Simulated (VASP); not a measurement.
Set up this calculation in VASP 6.6.1, as the native input.

* Task: single point
* Functional: PBE
* Potentials or basis: VASP PAW PBE potentials, release 64 (Re)
* Cutoff: 520 eV
* k mesh: 19 × 19 × 10
* Occupations: fermi-dirac, width 0.08 eV
* Spin: no spin polarisation
* Dipole correction: no
* Further INCAR settings: ALGO = Normal; EDIFF = 1e-06; NBANDS = 14

The structure of Re lies in POSCAR:

```
Re
1.0
    2.3425077475      0.0000000000      0.0000000000
   -1.1712538737      2.0286712179      0.0000000000
    0.0000000000      0.0000000000      3.7763930840
Re
2
Direct
    0.3333333333      0.6666666667      0.2500000000
    0.6666666667      0.3333333333      0.7500000000
```

These files were run (other wordings do the same):

INCAR

```
PREC     = Accurate       # precision mode
ENCUT    = 520            # plane-wave cutoff, eV
EDIFF    = 1E-6           # SCF threshold, eV
ISMEAR   = -1             # smearing method
SIGMA    = 0.08           # smearing width, eV
LREAL    = F              # projectors in reciprocal space
LASPH    = T              # aspherical terms in the spheres
NELM     = 80             # most SCF steps
ALGO     = Normal         # electronic algorithm
ISIF     = 2              # what is computed and relaxed
LWAVE    = F              # write WAVECAR
LCHARG   = T              # write CHGCAR
GGA      = PE             # functional
LELF     = T              # ELF
LVHAR    = T            
NBANDS   = 14             # bands
```

KPOINTS

```
regular mesh
0
Gamma
  19 19 10
```

Potentials or basis: VASP PAW PBE potentials, release 64 (Re).

Launch:

```sh
$ cat potpaw_PBE.64/Re/POTCAR > POTCAR
$ mpirun -np 1 vasp_std > vasp.out
```

It gave:

* Pressure: 556.6 GPa
* Band gap on the k mesh: zero (band 7 reaches 19.54 eV, above the bottom of band 8 at 11.98 eV)

Caveat: spin-orbit coupling is left out, which moves the levels of the heavy elements.

Run time: 37 s on 1 thread of Intel(R) Xeon(R) Platinum 8559C (Emerald Rapids), with other jobs on the host, peak memory 0.17 GiB.
